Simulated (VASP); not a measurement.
# Ga2S (I4/mmm) in VASP: single point with PBE

Aim: the single point of Ga2S with PBE.

Program: VASP 6.6.1. These are calculated values, not measurements. Logs are shortened: lines on timing, memory, paths and dates and some standing lists are left out, and cuts for length are marked.

## (1) The cell of the first run

The structure is tetragonal, space group I4/mmm (No. 139). Conventional cell: a = 3.330 Å, b = 3.330 Å, c = 10.291 Å, α = 90.00°, β = 90.00°, γ = 90.00°. Within 3.7 Å of Ga (site symmetry 4mm) lie 5 S at 2.82 to 3.60 Å and 9 Ga at 3.09 to 3.33 Å. S (site symmetry 4/mmm) has 10 Ga at 2.82 to 3.60 Å and 4 S at 3.33 Å within 3.7 Å.

The cell was generated, and may not be a known phase.

## (2) Single point, PBE

Input file INCAR:

```
SYSTEM = Ga2S
PREC = Accurate
ENCUT = 500
EDIFF = 1E-6
ISMEAR = 0
SIGMA = 0.15
LREAL = .FALSE.
LASPH = .TRUE.
NELM = 120
ALGO = Normal
ISIF = 2
LWAVE = .FALSE.
LCHARG = .FALSE.
GGA = PE
NBANDS = 23
GGA_COMPAT = .FALSE.
```

Input file KPOINTS:

```
Automatic mesh
0
G
  5 5 5
  0 0 0
```

Input file POSCAR:

```
Ga2S
1.0
   -1.6648256285      1.6648256285      5.1457342001
    1.6648256285     -1.6648256285      5.1457342001
    1.6648256285      1.6648256285     -5.1457342001
Ga S
2 1
Direct
    0.3500418715      0.3500418715      0.0000000000
    0.6499581285      0.6499581285      0.0000000000
    0.0000000000      0.0000000000      0.0000000000
```

Potentials or basis: VASP PAW PBE potentials, release 64 (Ga_d, S).

Command:

```bash
cat potpaw_PBE.64/Ga_d/POTCAR potpaw_PBE.64/S/POTCAR > POTCAR
mpirun -np 1 vasp_std > vasp.out
```

OUTCAR:

```text
SYSTEM = Ga2S
   PREC = Accurate
   ENCUT = 500
   EDIFF = 1E-6
   ISMEAR = 0
   LREAL = .FALSE.
   LASPH = .TRUE.
   NELM = 120
   ISIF = 2
   GGA = PE

 ion  position               nearest neighbor table
   1  0.350  0.350  0.000-   3 2.82   3 2.82   3 2.82   3 2.82
   2  0.650  0.650  0.000-   3 2.82   3 2.82   3 2.82   3 2.82
   3  0.000  0.000  0.000-   2 2.82   2 2.82   2 2.82   1 2.82   2 2.82   1 2.82   1 2.82   1 2.82

  LATTYP: Found a body centered tetragonal cell.
 ALAT       =     3.3296512570
 C/A-ratio  =     3.0908547490

  Lattice vectors:

 A1 = (  -1.6648256285,   1.6648256285,   5.1457342001)
 A2 = (   1.6648256285,  -1.6648256285,   5.1457342001)
 A3 = (   1.6648256285,   1.6648256285,  -5.1457342001)

Analysis of symmetry for initial positions (statically):
=====================================================================
 Subroutine PRICEL returns:
 Original cell was already a primitive cell.

 Routine SETGRP: Setting up the symmetry group for a
 body centered tetragonal supercell.

 Subroutine GETGRP returns: Found 16 space group operations
 (whereof 16 operations were pure point group operations)
 out of a pool of 16 trial point group operations.

The static configuration has the point symmetry D_4h.

Analysis of symmetry for dynamics (positions and initial velocities):
=====================================================================
 Subroutine PRICEL returns:
 Original cell was already a primitive cell.

 Routine SETGRP: Setting up the symmetry group for a
 body centered tetragonal supercell.

 Subroutine GETGRP returns: Found 16 space group operations
 (whereof 16 operations were pure point group operations)
 out of a pool of 16 trial point group operations.

The dynamic configuration has the point symmetry D_4h.

 Subroutine INISYM returns: Found 16 space group operations
 (whereof 16 operations are pure point group operations),
 and found     1 'primitive' translations

----------------------------------------------------------------------------------------

                                     Primitive cell

  volume of cell :      57.0486

  direct lattice vectors                    reciprocal lattice vectors
    -1.664825629  1.664825629  5.145734200     0.000000000  0.300331753  0.097167864
     1.664825629 -1.664825629  5.145734200     0.300331753  0.000000000  0.097167864
     1.664825629  1.664825629 -5.145734200     0.300331753  0.300331753  0.000000000

  length of vectors
     5.658786902  5.658786902  5.658786902     0.315659240  0.315659240  0.424733239

  position of ions in fractional coordinates (direct lattice)
     0.350041871  0.350041871  0.000000000
     0.649958129  0.649958129  0.000000000
     0.000000000  0.000000000  0.000000000

  ion indices of the primitive-cell ions
   primitive index   ion index
                 1           1
                 2           2
                 3           3

----------------------------------------------------------------------------------------

 KPOINTS: Automatic mesh

Automatic generation of k-mesh.
 Grid dimensions read from file:
 generate k-points for:    5    5    5

 Generating k-lattice:

  Cartesian coordinates                     Fractional coordinates (reciprocal lattice)
     0.000000000  0.060066351  0.019433573     0.200000000  0.000000000 -0.000000000
     0.060066351  0.000000000  0.019433573     0.000000000  0.200000000 -0.000000000
     0.060066351  0.060066351  0.000000000     0.000000000  0.000000000  0.200000000

  Length of vectors
     0.063131848  0.063131848  0.084946648

  Shift w.r.t. Gamma in fractional coordinates (k-lattice)
     0.000000000  0.000000000  0.000000000

 Subroutine IBZKPT returns following result:
 ===========================================

 Found     18 irreducible k-points:

 Following reciprocal coordinates:
            Coordinates               Weight
  0.000000  0.000000  0.000000      1.000000
  0.200000 -0.000000  0.000000      8.000000
  0.400000  0.000000  0.000000      8.000000
  0.200000  0.200000  0.000000      8.000000
  0.400000  0.200000 -0.000000     16.000000
 -0.400000  0.200000  0.000000     16.000000
[... 10 lines left out ...]
 -0.400000  0.400000  0.400000      4.000000
 -0.400000 -0.400000  0.400000      2.000000
   k-points           NKPTS =     18   k-points in BZ     NKDIM =     18   number of bands    NBANDS=     23
   number of dos      NEDOS =    301   number of ions     NIONS =      3
   total plane-waves  NPLWV =  74088
   dimension x,y,z NGX =    42 NGY =   42 NGZ =   42
   dimension x,y,z NGXF=    84 NGYF=   84 NGZF=   84
   ions per type =               2   1
   NGX,Y,Z   is equivalent  to a cutoff of  12.34, 12.34, 12.34 a.u.
   NGXF,Y,Z  is equivalent  to a cutoff of  24.68, 24.68, 24.68 a.u.
 SYSTEM =  Ga2S
   PREC   = accura    normal or accurate (medium, high low for compatibility)
   ISTART =      0    job   : 0-new  1-cont  2-samecut
   ICHARG =      2    charge: 1-file 2-atom 10-const
   ISPIN  =      1    spin polarized calculation?
   LNONCOLLINEAR =      F non collinear calculations
   LSORBIT =      F    spin-orbit coupling
   LASPH  =      T    aspherical Exc in radial PAW
   ENCUT  =  500.0 eV  36.75 Ry    6.06 a.u.  10.32 10.32 10.32*2*pi/ulx,y,z
   NELM   =    120;   NELMIN=  2; NELMDL= -5     # of ELM steps
   EDIFF  = 0.1E-05   stopping-criterion for ELM
   LREAL  =      F    real-space projection
   EDIFFG = 0.1E-04   stopping-criterion for IOM
   NSW    =      0    number of steps for IOM
   IBRION =     -1    ionic relax: 0-MD 1-quasi-New 2-CG
   NFREE  =      0    steps in history (QN), initial steepest desc. (CG)
   ISIF   =      2    stress and relaxation
   ISYM   =      2    0-nonsym 1-usesym 2-fastsym
   POTIM  = 0.5000    time-step for ionic-motion
   TEBEG  =    0.0;   TEEND  =   0.0 temperature during run
   PSTRESS=    0.0 pullay stress
   NELECT =      32.0000    total number of electrons
   NUPDOWN=      -1.0000    fix difference up-down
   EMIN   =  10.00;   EMAX   =-10.00  energy-range for DOS
   EFERMI =   0.00;   METHOD = LEGACY
   ISMEAR =     0;   SIGMA  =   0.15  broadening in eV -4-tet -1-fermi 0-gaus
   EFERMI_NEDOS =   21; number of points for ismear=-14 and -15
   IALGO  =     38    algorithm
   IMIX   =      4    mixing-type and parameters
     AMIX     =   0.40;   BMIX     =  1.00
     AMIX_MAG =   1.60;   BMIX_MAG =  1.00
  volume/ion in A,a.u.               =      19.02       128.33
  Fermi-wavevector in a.u.,A,eV,Ry     =   1.350133  2.551381 24.801503  1.822859
  Thomas-Fermi vector in A             =   2.477663
   LORBIT       =      0    0 simple, 1 ext, 2 COOP (PROOUT), +10 PAW based schemes
   GGA     = PE    functional components
   LHFCALC =     F    Hartree Fock is set to
   AEXX    =    0.0000 exact exchange contribution
   IVDW    =     0    specifies the selected vdW correction
   LEPSILON=     F    determine dielectric tensor
   LRPA    =     F    only Hartree local field effects (RPA)
 non-spin polarized calculation
 Gauss-broadening in eV      SIGMA  =   0.15
  energy-cutoff  :      500.00
  volume of cell :       57.05
 maximum number of plane-waves:      1462
 NGX is ok and might be reduce to    42
   NGX = 21   NGY = 21   NGZ = 21

 number of electron      31.9999997 magnetization

 Free energy of the ion-electron system (eV)
  ---------------------------------------------------
  ext. energy  EPLUGINS =         0.00000000
  ---------------------------------------------------
  free energy    TOTEN  =       -10.19917675 eV

  energy without entropy =      -10.19387000  energy(sigma->0) =      -10.19652337

 E-fermi :   5.3854     XC(G=0): -10.6805

 val. band max:        5.3178356102   @ k =  -0.2000  -0.2000   0.2000
 cond. band min:       5.4738927273   @ k =  -0.2000  -0.4000   0.2000
 fundamental gap:      0.1560571171
 Fermi energy:         5.3853611052

 k-point     1 :       0.0000    0.0000    0.0000
  band No.  band energies     occupation
      1      -9.3678      2.00000
      2      -9.3130      2.00000
      3      -9.3124      2.00000
      4      -9.3063      2.00000
      5      -9.2845      2.00000
      6      -9.2845      2.00000
[... 15 lines left out ...]
     22      14.8026      0.00000
     23      14.9908      0.00000

 k-point     2 :       0.2000   -0.0000    0.0000
  band No.  band energies     occupation
      1      -9.3515      2.00000
      2      -9.3328      2.00000
      3      -9.3158      2.00000
      4      -9.2959      2.00000
      5      -9.2937      2.00000
      6      -9.2840      2.00000
[... 15 lines left out ...]
     22      13.3714      0.00000
     23      14.6508      0.00000

 k-point     3 :       0.4000    0.0000    0.0000
  band No.  band energies     occupation
      1      -9.4178      2.00000
      2      -9.3383      2.00000
      3      -9.3117      2.00000
      4      -9.3038      2.00000
      5      -9.3018      2.00000
      6      -9.2924      2.00000
[... 15 lines left out ...]
     22      12.3530      0.00000
     23      14.7909      0.00000

 k-point     4 :       0.2000    0.2000    0.0000
  band No.  band energies     occupation
      1      -9.3773      2.00000
      2      -9.3336      2.00000
      3      -9.3311      2.00000
      4      -9.3064      2.00000
      5      -9.2909      2.00000
      6      -9.2768      2.00000
[... 15 lines left out ...]
     22      13.3519      0.00000
     23      14.9364      0.00000

 k-point     5 :       0.4000    0.2000   -0.0000
  band No.  band energies     occupation
      1      -9.4177      2.00000
      2      -9.3447      2.00000
      3      -9.3295      2.00000
      4      -9.3056      2.00000
      5      -9.2829      2.00000
      6      -9.2609      2.00000
[... 278 lines left out ...]
 k-point    16 :      -0.2000   -0.2000    0.2000
  band No.  band energies     occupation
      1      -9.3710      2.00000
      2      -9.3552      2.00000
      3      -9.3098      2.00000
      4      -9.3015      2.00000
      5      -9.3015      2.00000
      6      -9.2614      2.00000
[... 15 lines left out ...]
     22      14.1138      0.00000
     23      14.2428      0.00000

 k-point    17 :      -0.4000    0.4000    0.4000
  band No.  band energies     occupation
      1      -9.3948      2.00000
      2      -9.3668      2.00000
      3      -9.3413      2.00000
      4      -9.3171      2.00000
      5      -9.2932      2.00000
      6      -9.2751      2.00000
[... 15 lines left out ...]
     22      12.8235      0.00000
     23      13.2297      0.00000

 k-point    18 :      -0.4000   -0.4000    0.4000
  band No.  band energies     occupation
      1      -9.3848      2.00000
      2      -9.3755      2.00000
      3      -9.3192      2.00000
      4      -9.3192      2.00000
      5      -9.3053      2.00000
      6      -9.2587      2.00000
[... 15 lines left out ...]
     22      12.7901      0.00000
     23      12.7901      0.00000

------------------------ aborting loop because EDIFF is reached ----------------------------------------

  FORCE on cell =-STRESS in cart. coord.  units (eV):
  Direction    XX          YY          ZZ          XY          YZ          ZX
  --------------------------------------------------------------------------------------
  -------------------------------------------------------------------------------------
  Total        0.0002493      0.0002493     -0.0033907      0.0000000      0.0000000     -0.0000000
  in kB        0.0070001      0.0070001     -0.0952246      0.0000000      0.0000000     -0.0000000
  external PRESSURE =      -0.0270748 kB  Pullay stress =       0.0000000 kB

 VOLUME and BASIS-vectors are now :
 -----------------------------------------------------------------------------
  energy-cutoff  :      500.00
  volume of cell :       57.05
      direct lattice vectors                 reciprocal lattice vectors
    -1.664825629  1.664825629  5.145734200     0.000000000  0.300331753  0.097167864
     1.664825629 -1.664825629  5.145734200     0.300331753  0.000000000  0.097167864
     1.664825629  1.664825629 -5.145734200     0.300331753  0.300331753  0.000000000

 POSITION                                       TOTAL-FORCE (eV/Angst)
 -----------------------------------------------------------------------------------
      0.00000      0.00000      3.60244         0.000000      0.000000     -0.003954
      0.00000      0.00000      6.68902        -0.000000     -0.000000      0.003954
      0.00000      0.00000      0.00000        -0.000000     -0.000000     -0.000000
 -----------------------------------------------------------------------------------
    total drift:                               -0.000000     -0.000000      0.000000

  FREE ENERGIE OF THE ION-ELECTRON SYSTEM (eV)
  ---------------------------------------------------
  free  energy   TOTEN  =       -10.1991767490 eV

  energy  without entropy=      -10.1938700000  energy(sigma->0) =      -10.19652337
```

Run time: 48 s. Hardware: 1 thread of AMD EPYC 7R13, shared host; peak memory 0.25 GiB.

Results:

```
Free energy            : -10.1992 eV
Pressure               : 0.0 GPa
Largest force          : 0.004 eV/Å
Band gap on the k mesh : zero (bands 16 and 17 overlap by 1.50 eV)
```

Forces in eV/Å, atoms in the order of the input:
```
Ga   0.000  0.000 -0.004
Ga   0.000  0.000  0.004
S    0.000  0.000  0.000
```

Levels at points of the mesh, in eV from the Fermi level:
```tsv
k point	band 13	band 14	band 15	band 16	band 17	band 18	band 19	band 20
(0.00, 0.00, 0.00)	-6.07	-1.43	-1.43	0.44	1.89	4.12	4.12	5.82
```

Caveat: the k points lie up to 0.40 Å⁻¹ apart, too coarse for converged energies and pressures of a metal.

The gap in the log of VASP goes by the Fermi energy; the results here count the filled bands.